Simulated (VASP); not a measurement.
# BaTiO3 in VASP: a series of runs, part 2 of 2

VASP 6.6.1.

### 3 Single point, PBE+D3(BJ)

This run uses another cell than the first one, of 13.37 Å³/atom, 1.040 times its volume.

INCAR reads:

```
SYSTEM = BaTiO3
  PREC = Accurate
  ENCUT = 910
  EDIFF = 1E-6
  ISMEAR = -1
  SIGMA = 0.05
  LREAL = .FALSE.
  LASPH = .TRUE.
  NELM = 120
  ALGO = Normal
  ISIF = 2
  LWAVE = .FALSE.
  LCHARG = .TRUE.
  GGA = PE
  IVDW = 12
  LELF = .TRUE.
  LVHAR = .TRUE.
  NBANDS = 28
  GGA_COMPAT = .FALSE.
```

KPOINTS reads:

```
Automatic mesh
0
G
  7 7 7
  0 0 0
```

POSCAR reads:

```
BaTiO3
1.0
    4.0524349834      0.0000000000      0.0000000000
    0.0000000000      4.0524349834      0.0000000000
    0.0000000000      0.0000000000      4.0708744845
Ba Ti O
1 1 3
Direct
    0.0000000000      0.0000000000      0.0000000000
    0.5000000000      0.5000000000      0.4900000000
    0.0000000000      0.5000000000      0.5170000000
    0.5000000000      0.0000000000      0.5170000000
    0.5000000000      0.5000000000      0.0190000000
```

Potentials or basis: VASP PAW PBE potentials, release 64 (Ba_sv, Ti_sv, O_h).

Launch:

```console
> cat potpaw_PBE.64/Ba_sv/POTCAR potpaw_PBE.64/Ti_sv/POTCAR potpaw_PBE.64/O_h/POTCAR > POTCAR
> mpirun -np 1 vasp_std > vasp.out
```

OUTCAR:

```text
SYSTEM = BaTiO3
   PREC = Accurate
   ENCUT = 910
   EDIFF = 1E-6
   ISMEAR = -1
   LREAL = .FALSE.
   LASPH = .TRUE.
   NELM = 120
   ISIF = 2
   GGA = PE
   IVDW = 12
 IVDW          = 12

 ion  position               nearest neighbor table
   1  0.000  0.000  0.000-   3 2.82   4 2.82   3 2.82   4 2.82   5 2.87   5 2.87   5 2.87   5 2.87
                             4 2.92   3 2.92   4 2.92   3 2.92   2 3.49   2 3.49   2 3.49   2 3.49
   2  0.500  0.500  0.490-   5 1.92   4 2.03   3 2.03   4 2.03   3 2.03   5 2.15   1 3.49   1 3.49
                             1 3.49   1 3.49   1 3.54   1 3.54   1 3.54   1 3.54
   3  0.000  0.500  0.517-   2 2.03   2 2.03   1 2.82   1 2.82   1 2.92   1 2.92
   4  0.500  0.000  0.517-   2 2.03   2 2.03   1 2.82   1 2.82   1 2.92   1 2.92
   5  0.500  0.500  0.019-   2 1.92   2 2.15   1 2.87   1 2.87   1 2.87   1 2.87

  LATTYP: Found a simple tetragonal cell.
 ALAT       =     4.0524349834
 C/A-ratio  =     1.0045502275

  Lattice vectors:

 A1 = (   4.0524349834,   0.0000000000,   0.0000000000)
 A2 = (   0.0000000000,   4.0524349834,   0.0000000000)
 A3 = (   0.0000000000,   0.0000000000,   4.0708744845)

[... 180 lines left out ...]
 E-fermi :   4.7483     XC(G=0): -11.0402

 val. band max:        3.8013664333   @ k =   0.4286   0.4286   0.4286
 cond. band min:       5.5873024937   @ k =   0.0000   0.0000   0.0000
 fundamental gap:      1.7859360603
 Fermi energy:         4.7483134375

 k-point     1 :       0.0000    0.0000    0.0000
  band No.  band energies     occupation
      1     -52.8705      2.00000
      2     -29.0873      2.00000
      3     -29.0619      2.00000
      4     -29.0619      2.00000
      5     -21.0604      2.00000
      6     -12.9356      2.00000
[... 733 lines left out ...]
     27      12.0297      0.00000
     28      12.4951      0.00000

 [... further k-points ...]

------------------------ aborting loop because EDIFF is reached ----------------------------------------

 Edisp (eV)   -1.26943

 E8    (eV) :    -0.5773

  FORCE on cell =-STRESS in cart. coord.  units (eV):
  Direction    XX          YY          ZZ          XY          YZ          ZX
  --------------------------------------------------------------------------------------
  -------------------------------------------------------------------------------------
  Total      -2.47846    -2.47846    -2.13623     0.00000     0.00000     0.00000
  in kB     -59.39804   -59.39804   -51.19632     0.00000     0.00000     0.00000
  external pressure =      -56.66 kB  Pullay stress =        0.00 kB

 VOLUME and BASIS-vectors are now :
 -----------------------------------------------------------------------------
  energy-cutoff  :      910.00
  volume of cell :       66.85
      direct lattice vectors                 reciprocal lattice vectors
     4.052434983  0.000000000  0.000000000     0.246765217  0.000000000  0.000000000
     0.000000000  4.052434983  0.000000000     0.000000000  0.246765217  0.000000000
     0.000000000  0.000000000  4.070874485     0.000000000  0.000000000  0.245647466

 POSITION                                       TOTAL-FORCE (eV/Angst)
 -----------------------------------------------------------------------------------
      0.00000      0.00000      0.00000         0.000000     -0.000000      0.039297
      2.02622      2.02622      1.99473        -0.000000     -0.000000     -0.310896
      0.00000      2.02622      2.10464        -0.000000     -0.000000     -0.123708
      2.02622      0.00000      2.10464        -0.000000     -0.000000     -0.123708
      2.02622      2.02622      0.07735        -0.000000      0.000000      0.519014
 -----------------------------------------------------------------------------------
    total drift:                                0.000000      0.000000      0.001317

  FREE ENERGIE OF THE ION-ELECTRON SYSTEM (eV)
  ---------------------------------------------------
  free  energy   TOTEN  =       -41.2921632738 eV

  energy  without entropy=      -41.2921632721  energy(sigma->0) =      -41.29216327
```

OSZICAR:

```text
N       E                     dE             d eps       ncg     rms          rms(c)
DAV:   1     0.591663121504E+03    0.59166E+03   -0.28496E+04  2240   0.232E+03
DAV:   2     0.582041746081E+02   -0.53346E+03   -0.50910E+03  2396   0.541E+02
DAV:   3    -0.445962498575E+02   -0.10280E+03   -0.98242E+02  3392   0.191E+02
DAV:   4    -0.507717505814E+02   -0.61755E+01   -0.61510E+01  2916   0.458E+01
DAV:   5    -0.510510846117E+02   -0.27933E+00   -0.27915E+00  3516   0.873E+00    0.226E+01
DAV:   6    -0.402335186284E+02    0.10818E+02   -0.58089E+01  3352   0.645E+01    0.103E+01
DAV:   7    -0.402406666811E+02   -0.71481E-02   -0.12119E+01  3100   0.242E+01    0.660E+00
DAV:   8    -0.400660981774E+02    0.17457E+00   -0.66440E-01  2684   0.644E+00    0.407E+00
DAV:   9    -0.400663129930E+02   -0.21482E-03   -0.63670E-01  3300   0.737E+00    0.206E+00
DAV:  10    -0.400307508310E+02    0.35562E-01   -0.24916E-01  2936   0.446E+00    0.727E-01
DAV:  11    -0.400241330509E+02    0.66178E-02   -0.20045E-02  2896   0.103E+00    0.408E-01
DAV:  12    -0.400227640891E+02    0.13690E-02   -0.64680E-03  2908   0.680E-01    0.990E-02
DAV:  13    -0.400227155340E+02    0.48555E-04   -0.66356E-04  2984   0.219E-01    0.282E-02
DAV:  14    -0.400227677097E+02   -0.52176E-04   -0.13062E-04  3296   0.884E-02    0.483E-02
DAV:  15    -0.400227331644E+02    0.34545E-04   -0.12588E-04  3100   0.104E-01    0.785E-03
DAV:  16    -0.400227344316E+02   -0.12672E-05   -0.14222E-05  2696   0.267E-02    0.416E-03
DAV:  17    -0.400227342387E+02    0.19289E-06   -0.84632E-07  1800   0.806E-03
   1 F= -.41292163E+02 E0= -.41292163E+02  d E =-.171668E-08
```

stdout:

```text
POSCAR found type information on POSCAR BaTiO
 POSCAR found :  3 types and       5 ions
 scaLAPACK will be used
 LDA part: xc-table for (Slater+PW92), standard interpolation
 POSCAR, INCAR and KPOINTS ok, starting setup
 FFT: planning ... GRIDC
 FFT: planning ... GRID_SOFT
 FFT: planning ... GRID
 WAVECAR not read
 entering main loop
```

Run time: 1.8 min. Hardware: 1 thread of Intel Xeon Platinum 8488C (Sapphire Rapids), shared host; peak memory 0.36 GiB.

Results:

- Free energy: -41.2922 eV
- Pressure: -5.7 GPa
- Largest force: 0.519 eV/Å
- Band gap on the k mesh: 1.79 eV, indirect (least direct gap 2.01 eV)
- Dispersion energy per atom: -0.254 eV

Forces on the atoms (eV/Å):
```
Ba   0.000  0.000  0.039
Ti   0.000  0.000 -0.311
O    0.000  0.000 -0.124
O    0.000  0.000 -0.124
O    0.000  0.000  0.519
```

Stress tensor (GPa, compression positive):
```
-5.94  0.00  0.00
 0.00 -5.94  0.00
 0.00  0.00 -5.12
```

Caveat: the cutoff is under 1.25 times the usual one of these potentials, so pressure, stress and relaxed cells hold a basis-set (Pulay) error; spin-orbit coupling is left out, which moves the levels of the heavy elements.

### 4 Single point, PBE

INCAR reads:

```
SYSTEM = BaTiO3
  ALGO = Normal
  EDIFF = 1E-6
  ENCUT = 910
  GGA = PE
  GGA_COMPAT = .FALSE.
  ISIF = 2
  ISMEAR = -1
  LASPH = .TRUE.
  LCHARG = .FALSE.
  LREAL = .FALSE.
  LWAVE = .FALSE.
  NBANDS = 28
  NELM = 120
  PREC = Accurate
  SIGMA = 0.05
```

KPOINTS reads:

```
k-points
0
G
  5 5 5
  0 0 0
```

Edit POSCAR of step 3 so:

```diff
@@ -2,5 +2,5 @@
 1.0
-    4.0524349834      0.0000000000      0.0000000000
-    0.0000000000      4.0524349834      0.0000000000
-    0.0000000000      0.0000000000      4.0708744845
+    3.9998000000      0.0399980000      0.0000000000
+    0.0399980000      3.9998000000      0.0000000000
+    0.0000000000      0.0000000000      4.0180000000
 Ba Ti O
```

Launch:

```console
> cat potpaw_PBE.64/Ba_sv/POTCAR potpaw_PBE.64/Ti_sv/POTCAR potpaw_PBE.64/O_h/POTCAR > POTCAR
> mpirun -np 1 vasp_std > vasp.out
```

Run time: 65 s. Hardware: 1 thread of Intel Xeon 6975P-C (Granite Rapids), shared host; peak memory 0.3 GiB.

Results (log left out):

- Free energy: -39.9956 eV
- Pressure: 3.9 GPa
- Largest force: 0.297 eV/Å
- Band gap on the k mesh: 1.92 eV, indirect (least direct gap 1.99 eV)

Forces in eV/Å, atoms in the order of the input:
```
Ba   0.000  0.000  0.076
Ti   0.000  0.000 -0.151
O    0.000  0.000 -0.111
O    0.000  0.000 -0.111
O    0.000  0.000  0.297
```

Stress tensor (GPa, compression positive):
```
 3.64 -2.51  0.00
-2.51  3.64  0.00
 0.00  0.00  4.52
```

Levels at points of the mesh, in eV from the valence-band top:
| k point | band 18 | band 19 | band 20 | band 21 | band 22 | band 23 |
| --- | --- | --- | --- | --- | --- | --- |
| (0.00, 0.00, 0.00) | -0.20 | -0.15 | -0.07 | 1.92 | 2.11 | 2.17 |

Caveat: the cutoff is under 1.25 times the usual one of these potentials, so pressure, stress and relaxed cells hold a basis-set (Pulay) error; spin-orbit coupling is left out, which moves the levels of the heavy elements. A k mesh can miss the band edges.

### 5 Single point, PBE

INCAR reads:

```
SYSTEM = BaTiO3
PREC = Accurate ; ENCUT = 910
EDIFF = 1E-6 ; ISMEAR = -1
SIGMA = 0.05 ; LREAL = .False.
LASPH = .True. ; NELM = 120
ALGO = Normal ; ISIF = 2
LWAVE = .False. ; LCHARG = .False.
GGA = PE ; NBANDS = 28
GGA_COMPAT = .False.
```

KPOINTS reads:

```
regular mesh
0
Gamma
  5 5 5
  0 0 0
```

Edit POSCAR of step 4 so:

```diff
@@ -2,4 +2,4 @@
 1.0
-    3.9998000000      0.0399980000      0.0000000000
-    0.0399980000      3.9998000000      0.0000000000
+    3.9998000000     -0.0399980000      0.0000000000
+   -0.0399980000      3.9998000000      0.0000000000
     0.0000000000      0.0000000000      4.0180000000
```

Potentials or basis: VASP PAW PBE potentials, release 64 (Ba_sv, Ti_sv, O_h).

Launch:

```console
> cat potpaw_PBE.64/Ba_sv/POTCAR potpaw_PBE.64/Ti_sv/POTCAR potpaw_PBE.64/O_h/POTCAR > POTCAR
> mpirun -np 1 vasp_std > vasp.out
```

OUTCAR:

```text
SYSTEM = BaTiO3
   PREC = Accurate
   ENCUT = 910
   EDIFF = 1E-6
   ISMEAR = -1
   LREAL = .False.
   LASPH = .True.
   NELM = 120
   ISIF = 2
   GGA = PE

 ion  position               nearest neighbor table
   1  0.000  0.000  0.000-   3 2.79   4 2.79   3 2.79   4 2.79   5 2.80   5 2.80   5 2.86   5 2.86
                             4 2.88   3 2.88   4 2.88   3 2.88   2 3.42   2 3.42   2 3.47   2 3.47
   2  0.500  0.500  0.490-   5 1.89   4 2.00   3 2.00   4 2.00   3 2.00   5 2.13   1 3.42   1 3.42
                             1 3.47   1 3.47   1 3.47   1 3.47   1 3.52   1 3.52
   3  0.000  0.500  0.517-   2 2.00   2 2.00   1 2.79   1 2.79   1 2.88   1 2.88
   4  0.500  0.000  0.517-   2 2.00   2 2.00   1 2.79   1 2.79   1 2.88   1 2.88
   5  0.500  0.500  0.019-   2 1.89   2 2.13   1 2.80   1 2.80   1 2.86   1 2.86

  LATTYP: Found a base centered orthorhombic cell.
 ALAT       =     5.6000056927
 B/A-ratio  =     1.0202020202
 C/A-ratio  =     0.7174992706

  Lattice vectors:

 A1 = (   3.9998000000,  -0.0399980000,   0.0000000000)
 A2 = (  -0.0399980000,   3.9998000000,   0.0000000000)
 A3 = (   0.0000000000,   0.0000000000,   4.0180000000)

Analysis of symmetry for initial positions (statically):
[... 175 lines left out ...]

  energy without entropy =      -39.99557666  energy(sigma->0) =      -39.99557666

 E-fermi :   5.0679     XC(G=0): -11.2462

 val. band max:        4.0512104165   @ k =  -0.4000   0.4000   0.4000
 cond. band min:       5.9741634363   @ k =   0.0000   0.0000   0.0000
 fundamental gap:      1.9229530198
 Fermi energy:         5.0679287407

 k-point     1 :       0.0000    0.0000    0.0000
  band No.  band energies     occupation
      1     -52.3982      2.00000
      2     -28.6385      2.00000
      3     -28.6176      2.00000
      4     -28.6003      2.00000
      5     -20.6520      2.00000
      6     -12.7158      2.00000
[... 733 lines left out ...]
     27      12.4477      0.00000
     28      12.7082      0.00000

 [... further k-points ...]
[... 5 lines left out ...]
  --------------------------------------------------------------------------------------
  -------------------------------------------------------------------------------------
  Total        1.4592727      1.4592727      1.8120701      1.0079873      0.0000000      0.0000000
  in kB       36.3750825     36.3750825     45.1692128     25.1259560      0.0000000      0.0000000
  external PRESSURE =      39.3064593 kB  Pullay stress =       0.0000000 kB

 VOLUME and BASIS-vectors are now :
 -----------------------------------------------------------------------------
  energy-cutoff  :      910.00
  volume of cell :       64.28
      direct lattice vectors                 reciprocal lattice vectors
     3.999800000 -0.039998000  0.000000000     0.250037504  0.002500375  0.000000000
    -0.039998000  3.999800000  0.000000000     0.002500375  0.250037504  0.000000000
     0.000000000  0.000000000  4.018000000     0.000000000  0.000000000  0.248880040

 POSITION                                       TOTAL-FORCE (eV/Angst)
 -----------------------------------------------------------------------------------
      0.00000      0.00000      0.00000        -0.000000      0.000000      0.076024
      1.97990      1.97990      1.96882         0.000000      0.000000     -0.150772
     -0.02000      1.99990      2.07731        -0.000000      0.000000     -0.111150
      1.99990     -0.02000      2.07731         0.000000      0.000000     -0.111150
      1.97990      1.97990      0.07634        -0.000000      0.000000      0.297047
 -----------------------------------------------------------------------------------
    total drift:                                0.000000      0.000000     -0.000921

  FREE ENERGIE OF THE ION-ELECTRON SYSTEM (eV)
  ---------------------------------------------------
  free  energy   TOTEN  =       -39.9955766581 eV

  energy  without entropy=      -39.9955766572  energy(sigma->0) =      -39.99557666
```

OSZICAR:

```text
N       E                     dE             d eps       ncg     rms          rms(c)
DAV:   1     0.596540230378E+03    0.59654E+03   -0.28507E+04  1512   0.234E+03
DAV:   2     0.587046482622E+02   -0.53784E+03   -0.51262E+03  1596   0.549E+02
DAV:   3    -0.444829259401E+02   -0.10319E+03   -0.98689E+02  2344   0.192E+02
DAV:   4    -0.505877323791E+02   -0.61048E+01   -0.60773E+01  1904   0.455E+01
DAV:   5    -0.508504309231E+02   -0.26270E+00   -0.26251E+00  2388   0.842E+00    0.233E+01
DAV:   6    -0.400803184196E+02    0.10770E+02   -0.55232E+01  2292   0.661E+01    0.996E+00
DAV:   7    -0.401567596919E+02   -0.76441E-01   -0.10828E+01  2096   0.229E+01    0.687E+00
DAV:   8    -0.399984505501E+02    0.15831E+00   -0.67017E-01  1816   0.696E+00    0.382E+00
DAV:   9    -0.400227552587E+02   -0.24305E-01   -0.41572E-01  2264   0.589E+00    0.161E+00
DAV:  10    -0.400018523189E+02    0.20903E-01   -0.15052E-01  1844   0.383E+00    0.718E-01
DAV:  11    -0.399959908874E+02    0.58614E-02   -0.16873E-02  2104   0.917E-01    0.272E-01
DAV:  12    -0.399956063434E+02    0.38454E-03   -0.28767E-03  1960   0.448E-01    0.613E-02
DAV:  13    -0.399955631246E+02    0.43219E-04   -0.44020E-04  1916   0.210E-01    0.265E-02
DAV:  14    -0.399955883373E+02   -0.25213E-04   -0.11721E-04  2304   0.873E-02    0.305E-02
DAV:  15    -0.399955761817E+02    0.12156E-04   -0.61749E-05  1964   0.777E-02    0.877E-03
DAV:  16    -0.399955766581E+02   -0.47636E-06   -0.68463E-06  1840   0.209E-02
   1 F= -.39995577E+02 E0= -.39995577E+02  d E =-.844169E-09
```

stdout:

```text
POSCAR found type information on POSCAR BaTiO
 POSCAR found :  3 types and       5 ions
 scaLAPACK will be used
 LDA part: xc-table for (Slater+PW92), standard interpolation
 POSCAR, INCAR and KPOINTS ok, starting setup
 FFT: planning ... GRIDC
 FFT: planning ... GRID_SOFT
 FFT: planning ... GRID
 WAVECAR not read
 entering main loop
```

It took 99 s on 1 thread of AMD EPYC 7R43 (Zen 3), shared host; peak memory 0.28 GiB.

What came out:

```yaml
Free_energy: -39.9956 eV
Pressure: 3.9 GPa
Largest_force: 0.297 eV/Å
Band_gap_on_the_k_mesh: 1.92 eV, indirect (least direct gap 1.99 eV)
```

Forces on the atoms (eV/Å):
```
Ba   0.000  0.000  0.076
Ti   0.000  0.000 -0.151
O    0.000  0.000 -0.111
O    0.000  0.000 -0.111
O    0.000  0.000  0.297
```

Caveat: the cutoff is under 1.25 times the usual one of these potentials, so pressure, stress and relaxed cells hold a basis-set (Pulay) error; spin-orbit coupling is left out, which moves the levels of the heavy elements.

### 6 Single point, revPBE

This run uses another cell than the first one, of 13.11 Å³/atom, 1.020 times its volume.

INCAR reads:

```
  PREC = Accurate
  ENCUT = 910
  EDIFF = 1E-6
  ISMEAR = -1
  SIGMA = 0.05
  LREAL = F
  LASPH = T
  NELM = 120
  ALGO = Normal
  ISIF = 2
  LWAVE = F
  LCHARG = F
  GGA = RE
  NBANDS = 28
  GGA_COMPAT = F
```

KPOINTS reads:

```
regular mesh
0
Gamma
  7 7 7
```

Edit POSCAR of step 5 so:

```diff
@@ -2,5 +2,5 @@
 1.0
-    3.9998000000     -0.0399980000      0.0000000000
-   -0.0399980000      3.9998000000      0.0000000000
-    0.0000000000      0.0000000000      4.0180000000
+    4.0262895137      0.0000000000      0.0000000000
+    0.0000000000      4.0262895137      0.0000000000
+    0.0000000000      0.0000000000      4.0446100470
 Ba Ti O
```

Potentials or basis: VASP PAW PBE potentials, release 64 (Ba_sv, Ti_sv, O_h).

Launch:

```console
> cat potpaw_PBE.64/Ba_sv/POTCAR potpaw_PBE.64/Ti_sv/POTCAR potpaw_PBE.64/O_h/POTCAR > POTCAR
> mpirun -np 1 vasp_std > vasp.out
```

Wall time 3.7 min (1 thread of AMD EPYC 7R43 (Zen 3), shared host); peak memory 0.31 GiB.

The run converged. Its results:

```yaml
Free_energy: -38.2445 eV
Pressure: 3.6 GPa
Largest_force: 0.407 eV/Å
Band_gap_on_the_k_mesh: 1.85 eV, indirect (least direct gap 2.06 eV)
```

Forces in eV/Å, atoms in the order of the input:
```
Ba   0.000  0.000  0.066
Ti   0.000  0.000 -0.232
O    0.000  0.000 -0.120
O    0.000  0.000 -0.120
O    0.000  0.000  0.407
```

Stress tensor (GPa, compression positive):
```
3.30 0.00 0.00
0.00 3.30 0.00
0.00 0.00 4.09
```

Levels at points of the mesh, in eV from the valence-band top:
| k point | band 16 | band 17 | band 18 | band 19 | band 20 | band 21 | band 22 | band 23 | band 24 | band 25 |
| --- | --- | --- | --- | --- | --- | --- | --- | --- | --- | --- |
| (0.00, 0.00, 0.00) | -1.10 | -1.00 | -0.23 | -0.21 | -0.21 | 1.85 | 2.06 | 2.06 | 3.91 | 4.01 |

Caveat: the cutoff is under 1.25 times the usual one of these potentials, so pressure, stress and relaxed cells hold a basis-set (Pulay) error; the PAW data sets were made with another functional, which shifts forces and pressure a little; spin-orbit coupling is left out, which moves the levels of the heavy elements. A k mesh can miss the band edges.

### 7 Summary

```csv
task,level,potentials or basis,U,cell,k mesh,cutoff (eV),second run,gap on the mesh (eV),pressure (GPa),largest force (eV/Å)
relaxation of cell and atoms,PBE+U,"VASP PAW PBE potentials, release 64 (Ba_sv, Ti_sv, O)",Ti d U = 5.0 eV,"relaxed from a = 4.000, b = 4.000, c = 4.018 Å, 5 atoms",7 × 7 × 7,600,-,2.30,0.0,0.01
single point,PBE+D3(BJ),"VASP PAW PBE potentials, release 64 (Ba_sv, Ti_sv, O_h)",-,"a = 4.052, b = 4.052, c = 4.071 Å, 5 atoms",7 × 7 × 7,910,hard_potentials,1.79,-5.7,0.52
single point,PBE,"VASP PAW PBE potentials, release 64 (Ba_sv, Ti_sv, O_h)",-,"a = 4.000, b = 4.000, c = 4.018 Å, angles 90.0, 90.0, 88.9°, 5 atoms",5 × 5 × 5,910,hard_potentials,1.92,3.9,0.30
single point,PBE,"VASP PAW PBE potentials, release 64 (Ba_sv, Ti_sv, O_h)",-,"a = 4.000, b = 4.000, c = 4.018 Å, angles 90.0, 90.0, 91.1°, 5 atoms",5 × 5 × 5,910,hard_potentials,1.92,3.9,0.30
single point,revPBE,"VASP PAW PBE potentials, release 64 (Ba_sv, Ti_sv, O_h)",-,"a = 4.026, b = 4.026, c = 4.045 Å, 5 atoms",7 × 7 × 7,910,hard_potentials,1.85,3.6,0.41
```

Alike in all rows: no spin polarisation; smearing fermi-dirac 0.05 eV.

Caveats: spin-orbit coupling is left out, which moves the levels of the heavy elements; the cutoff is under 1.25 times the usual one of these potentials, so pressure, stress and relaxed cells hold a basis-set (Pulay) error (some runs); the PAW data sets were made with another functional, which shifts forces and pressure a little (some runs).

Absolute energies hang on the potentials; compare differences alone.
